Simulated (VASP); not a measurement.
Crystal: BaTe.

```
CELL_PARAMETERS angstrom
0.00000 3.49070 3.53239
3.49070 0.00000 3.53239
3.49070 3.49070 0.00000
ATOMIC_POSITIONS crystal
Ba 0.00000 0.00000 0.00000
Te 0.50000 0.50000 0.50000
```

This cell differs from its parent crystal: biaxial xy strain -1.2%.

Program: VASP 6.6.1. Alike in all runs: task single point; potentials or basis VASP PAW PBE potentials, release 64 (Ba_sv, Te); no spin polarisation; cell as given; cutoff (eV) 520.

Q: Order these runs on this cell by their band gap on the k mesh, lowest first.
A. level HSE06; k mesh 4 × 4 × 4; smearing gaussian 0.01 eV; grid for exact exchange (PRECFOCK) Normal; screening parameter 0.2079 1/Å
B. level r2SCAN; k mesh 6 × 6 × 6; smearing gaussian 0.01 eV
C. level PBE; k mesh 6 × 6 × 6; smearing fermi-dirac 0.02 eV

A: C (1.52 eV), B (1.87 eV), A (2.24 eV).

Caveats: spin-orbit coupling is left out, which moves the levels of the heavy elements.

A k mesh can miss the band edges.
